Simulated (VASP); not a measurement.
Zn: single point with PBEsol

Crystal: Zn.

```
Zn
1.0
     2.70477    0.00000    0.00000
    -1.35239    2.34240    0.00000
     0.00000    0.00000    4.94670
Zn
2
Direct
  0.33333 0.66667 0.25000
  0.66667 0.33333 0.75000
```

This cell differs from its parent crystal: strain +0.015 along x and y, +0.000 along z.

| Property | Result |
| --- | --- |
| Program | VASP 6.6.1 |
| Task | single point |
| Functional | PBEsol |
| Potentials or basis | VASP PAW PBE potentials, release 64 (Zn) |
| Cutoff | 520 eV |
| k mesh | 24 × 24 × 10 |
| Occupations | gaussian, width 0.15 eV |
| Spin | no spin polarisation |

| Quantity | Value |
| --- | --- |
| Pressure | -6.7 GPa |
| Band gap on the k mesh | zero (bands 12 and 13 overlap by 4.23 eV) |

Stress tensor (GPa, compression positive):
```
-7.87  0.00  0.00
 0.00 -7.87  0.00
 0.00  0.00 -4.45
```

Levels at points of the mesh, in eV from the Fermi level:
| k point | band 10 | band 11 | band 12 | band 13 | band 14 | band 15 |
| --- | --- | --- | --- | --- | --- | --- |
| (0.00, 0.00, 0.00) | -7.05 | -7.05 | -3.47 | -2.93 | 13.79 | 16.66 |
| (0.50, 0.00, 0.00) | -6.87 | -2.85 | -2.27 | 2.60 | 3.45 | 3.94 |
| (0.00, 0.00, 0.50) | -7.14 | -7.14 | -7.14 | 4.73 | 4.73 | 17.94 |
| (0.50, 0.00, 0.50) | -6.88 | -1.85 | -1.85 | -0.05 | -0.05 | 10.07 |

Wall time 75 s on 1 thread of Intel(R) Xeon(R) 6975P-C (Granite Rapids), on a shared host, peak memory 0.27 GiB.

Caveat: the cell differs from its parent crystal (strain +0.015 along x and y, +0.000 along z); the cell stands under tension; the PAW data sets were made with another functional, which shifts forces and pressure a little.
